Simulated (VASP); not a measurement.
Write the native input for VASP 6.6.1 that does the following.

| Property | Result |
| --- | --- |
| Task | single point |
| Functional | PBE |
| Potentials or basis | VASP PAW PBE potentials, release 64 (Cd, F) |
| Cutoff | 520 eV |
| k mesh | 8 × 8 × 8 |
| Occupations | gaussian, width 0.05 eV |
| Spin | no spin polarisation |
| Dipole correction | no |
| Further INCAR settings | ALGO = Normal; EDIFF = 1e-07; NBANDS = 20 |

The structure of CdF2 lies in POSCAR:

```
CdF2
1.0
    0.0000000000      2.6940000000      2.6940000000
    2.6940000000      0.0000000000      2.6940000000
    2.6940000000      2.6940000000      0.0000000000
Cd F
1 2
Direct
   -0.0321464515     -0.0321464515     -0.0321464515
    0.2500000000      0.2500000000      0.2500000000
    0.7500000000      0.7500000000      0.7500000000
```

This cell differs from its parent crystal: all Cd atoms moved -0.300 Å, as atom 1 along Cartesian [1 1 1].

One way to write it, as run:

INCAR

```
ALGO = Normal
EDIFF = 1E-7
ENCUT = 520
GGA = PE
ISIF = 2
ISMEAR = 0
LASPH = True
LCHARG = False
LREAL = False
LWAVE = False
NBANDS = 20
NELM = 100
PREC = Accurate
SIGMA = 0.05
```

KPOINTS

```
k-points
0
Gamma
  8 8 8
```

Potentials or basis: VASP PAW PBE potentials, release 64 (Cd, F).

The run is started by

```bash
$ cat potpaw_PBE.64/Cd/POTCAR potpaw_PBE.64/F/POTCAR > POTCAR
$ mpirun -np 1 vasp_std > vasp.out
```

It gave:

| Quantity | Value |
| --- | --- |
| Pressure | 12.0 GPa |
| Largest force | 2.588 eV/Å |
| Band gap on the k mesh | 3.10 eV, indirect (least direct gap 3.60 eV) |

Caveat: the cell differs from its parent crystal (all Cd atoms moved -0.300 Å, as atom 1 along Cartesian [1 1 1]); forces of over 1 eV/Å act on the atoms, so gaps and moduli don't describe the material at rest.

It took 28 s on 1 thread of Intel(R) Xeon(R) Platinum 8375C CPU @ 2.90GHz (Ice Lake), on a shared host, peak memory 0.18 GiB.
